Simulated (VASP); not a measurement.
Here is a VASP 6.6.1 calculation.

File INCAR:

```
PREC = Accurate
ENCUT = 520
EDIFF = 1E-7
ISMEAR = 0
SIGMA = 0.05
LREAL = False
LASPH = True
NELM = 80
ALGO = Normal
ISIF = 2
LWAVE = False
LCHARG = False
GGA = PE
NBANDS = 11
```

The input KPOINTS:

```
regular mesh
0
Gamma
  8 8 8
```

POSCAR

```
MgS
1.0
    0.0000000000      2.6016500000      2.6016500000
    2.6016500000      0.0000000000      2.6016500000
    2.6016500000      2.6016500000      0.0000000000
Mg S
1 1
Direct
    0.0000000000     -0.1153114370      0.0000000000
    0.5000000000      0.5000000000      0.5000000000
```

Potentials or basis: VASP PAW PBE potentials, release 64 (Mg, S).

The run is started by

```bash
$ cat potpaw_PBE.64/Mg/POTCAR potpaw_PBE.64/S/POTCAR > POTCAR
$ mpirun -np 1 vasp_std > vasp.out
```

Q: Predict the band gap on the k mesh.

A: 2.82 eV, indirect (least direct gap 3.67 eV).

Q: What does it give for the largest force?

A: 1.487 eV/Å.

Stress tensor (GPa, compression positive):
```
10.51  0.00 -2.26
 0.00 -0.38  0.00
-2.26  0.00 10.51
```

Caveat: the cell differs from its parent crystal (atom 1 (Mg) moved by (-0.300, -0.300) A along x and z); forces of over 1 eV/Å act on the atoms, so gaps and moduli don't describe the material at rest. A k mesh can miss the band edges.
